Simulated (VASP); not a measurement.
Crystal: Au.

```
CELL_PARAMETERS angstrom
0.00000 2.02134 2.02134
2.02134 0.00000 2.02134
2.02134 2.02134 0.00000
ATOMIC_POSITIONS crystal
Au 0.00000 0.00000 0.00000
```

Base run:

* Program: VASP 6.6.1
* Functional: PBEsol
* Dispersion: D3(BJ)
* Potentials or basis: VASP PAW PBE potentials, release 64 (Au)
* Cutoff: 520 eV
* k mesh: 11 × 11 × 11
* Occupations: fermi-dirac, width 0.05 eV
* Spin: no spin polarisation

Its results: pressure -1.1 GPa.

Q: The run is repeated on the same cell with these changes: functional from PBEsol to revPBE; further incar settings from ALGO = Normal; EDIFF = 1e-06; NBANDS = 12 to ALGO = Fast; EDIFF = 1e-07; NBANDS = 12. What comes out?

A: Pressure 4.5 GPa.

Caveats: the PAW data sets were made with another functional, which shifts forces and pressure a little; pairwise dispersion overbinds metals, which lowers pressure and volume.
